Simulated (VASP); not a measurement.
Runs of VASP 6.6.1 on Al. The structure is that of space group Fm-3m (No. 225), or close to it. The cells are those of the table. 

| cell | further INCAR settings | gap on the mesh (eV) | pressure (GPa) |
| --- | --- | --- | --- |
| a = 2.882, b = 2.882, c = 2.816 Å, angles 60.8, 60.8, 58.5°, 1 atom | ALGO = Fast; EDIFF = 1e-06; NBANDS = 8 | none | (a) |
| a = 2.849, b = 2.849, c = 2.816 Å, angles 60.4, 60.4, 59.2°, 1 atom | ALGO = Fast; EDIFF = 1e-06; NBANDS = 8 | none | -1.9 |
| a = 2.816, b = 2.750 Å, angles 60.8, 61.5, 60.8°, 1 atom | ALGO = Fast; EDIFF = 1e-07; NBANDS = 8 | none | (b) |
| a = 2.916, b = 2.916, c = 2.816 Å, angles 61.1, 61.1, 57.7°, 1 atom | ALGO = Fast; EDIFF = 1e-06; NBANDS = 8 | none | -4.8 |
| a = 2.783, b = 2.783, c = 2.816 Å, angles 59.6, 59.6, 60.8°, 1 atom | ALGO = Fast; EDIFF = 1e-07; NBANDS = 8 | none | 2.2 |

Alike in all rows: task single point; level PBE+D3(BJ); potentials or basis VASP PAW PBE potentials, release 64 (Al); no spin polarisation; k mesh 20 × 20 × 20; cutoff (eV) 520; smearing gaussian 0.15 eV.

Estimate the missing entries.

(a) -3.5; (b) 0.2.

Caveats: the cell stands under tension (at least some runs).

A gap of «none» marks levels without a gap at the run's occupations.
